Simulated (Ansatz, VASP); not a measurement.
## Two plane-wave programs on InSb

```
In Sb
1.0
     0.00000    3.24638    3.24638
     3.24638    0.00000    3.24638
     3.24638    3.24638    0.00000
In Sb
1 1
Direct
  0.00000 0.00000 0.00000
  0.25000 0.25000 0.25000
```

Alike in both runs: task single point; functional r2SCAN; k mesh 6 × 6 × 6; occupations fermi-dirac, width 0.02 eV; no spin polarisation.

```csv
,VASP,Ansatz
version,VASP 6.6.1,Ansatz 0.2.0
potentials or method,"VASP PAW PBE potentials, release 64 (In_d, Sb_d_GW)","plane waves, PAW"
plane-wave cutoff (eV),550,500
valence electrons in the cell,28,28
```

```csv
,VASP,Ansatz,Ansatz less VASP
pressure (GPa),1.3,1.3,+0.02
```

VASP's potentials were made for PBE, not for r2SCAN.

Spin-orbit coupling is off throughout.
